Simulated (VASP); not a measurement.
Input of a VASP 6.6.1 run:

Contents of INCAR:

```
PREC = Accurate
ENCUT = 520
EDIFF = 1E-6
ISMEAR = 0
SIGMA = 0.1
LREAL = False
LASPH = True
NELM = 80
ALGO = Normal
ISIF = 2
LWAVE = False
LCHARG = False
GGA = PE
NBANDS = 32
```

File KPOINTS:

```
Automatic mesh
0
Gamma
  6 6 6
  0.5 0.5 0.5
```

POSCAR

```
VN2
1.0
   -2.1507500000      2.1507500000      2.4913500000
    2.1507500000     -2.1507500000      2.4913500000
    2.1507500000      2.1507500000     -2.4913500000
V N
2 4
Direct
    0.2500000000      0.2500000000      0.0000000000
    0.7500000000      0.7500000000      0.0000000000
    0.1151000000      0.6151000000      0.7302000000
    0.6151000000      0.8849000000      0.5000000000
    0.8849000000      0.3849000000      0.2698000000
    0.3849000000      0.1151000000      0.5000000000
```

Potentials or basis: VASP PAW PBE potentials, release 64 (V_sv, N).

Run with:

```bash
$ cat potpaw_PBE.64/V_sv/POTCAR potpaw_PBE.64/N/POTCAR > POTCAR
$ mpirun -np 1 vasp_std > vasp.out
```

Task: Estimate the largest force.

Result: 0.367 eV/Å.

Task: Estimate the band gap on the k mesh.

Result: Zero (band 23 reaches 11.54 eV, above the bottom of band 24 at 11.40 eV).

Task: Predict the pressure.

Result: -0.2 GPa.

Stress tensor (GPa, compression positive):
```
 0.63  0.00  0.00
 0.00  0.63  0.00
 0.00  0.00 -1.98
```

Caveat: the run has no spin polarisation, though such a crystal can be magnetic. With open d or f shells a metallic result of PBE can be an artefact of self-interaction; +U or a hybrid may open a gap.
